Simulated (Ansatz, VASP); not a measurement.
## Sn: VASP beside Ansatz

```
CELL_PARAMETERS angstrom
0.00000 3.24560 3.24560
3.24560 0.00000 3.24560
3.24560 3.24560 0.00000
ATOMIC_POSITIONS crystal
Sn 0.50000 0.50000 0.50000
Sn 0.75000 0.75000 0.75000
```

Alike in both runs: task single point; functional PBEsol; k mesh 9 × 9 × 9; occupations fermi-dirac, width 0.03 eV; no spin polarisation.

|  | VASP | Ansatz |
| --- | --- | --- |
| version | VASP 6.6.1 | Ansatz 0.2.0 |
| potentials or method | VASP PAW PBE potentials, release 64 (Sn_d), cutoff 520 eV | all-electron LAPW, scalar-relativistic |

VASP gave:

```
pressure (GPa) : 0.9
```

Problem. Which values does Ansatz return?

Solution. Pressure (GPa): 1.0.

VASP's potentials were made for PBE, not for PBEsol. Ansatz ran all-electron here, and VASP with PAW potentials.
